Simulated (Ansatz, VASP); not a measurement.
# Ta4C3: VASP beside Ansatz

```
Ta C
1.0
     4.40260    0.00000    0.00000
     0.00000    4.40260    0.00000
     0.00000    0.00000    4.40260
Ta C
4 3
Direct
  0.99964 0.50000 0.50000
  0.49985 0.00000 0.50000
  0.49985 0.50000 0.00000
  0.99853 0.00000 0.00000
  0.55111 0.00000 0.00000
  0.99042 0.50000 0.00000
  0.99042 0.00000 0.50000
```

Change from the starting cell: mode 19 (633.2 1/cm) frozen in, largest displacement +0.225 Å.

Alike in both runs: task single point; functional PBEsol; k mesh 10 × 10 × 10; occupations gaussian, width 0.15 eV; no spin polarisation.

|  | VASP | Ansatz |
| --- | --- | --- |
| version | VASP 6.6.1 | Ansatz 0.2.0 |
| potentials or method | VASP PAW PBE potentials, release 64 (Ta_pv, C), cutoff 520 eV | scalar-relativistic, plane waves, PAW |
| valence electrons in the cell | 56 | 64 |

Ansatz gave:

* gap on the k mesh at the Fermi level (eV): none
* pressure (GPa): 2.4
* traceless stress, the component that is largest in VASP (GPa): 4.58
* rms of the force components (eV/Å): 1.090

**Question.** Estimate VASP's values.

**Answer.** gap on the k mesh at the Fermi level (eV): none; pressure (GPa): 3.1; traceless stress, the component that is largest in VASP (GPa): 4.66; rms of the force components (eV/Å): 1.104.

VASP's potentials were made for PBE, not for PBEsol. Atom by atom the forces differ by 0.016 eV/Å (rms over components). A gap of «none» marks a metal or a gap that the smearing closes. With one functional, cell and mesh, what is left measures potentials, basis and numerics. VASP's potentials hold 56 valence electrons a cell and Ansatz's 64, so a difference there can come from the potentials and not from the codes.

Neither program's run includes spin-orbit coupling.
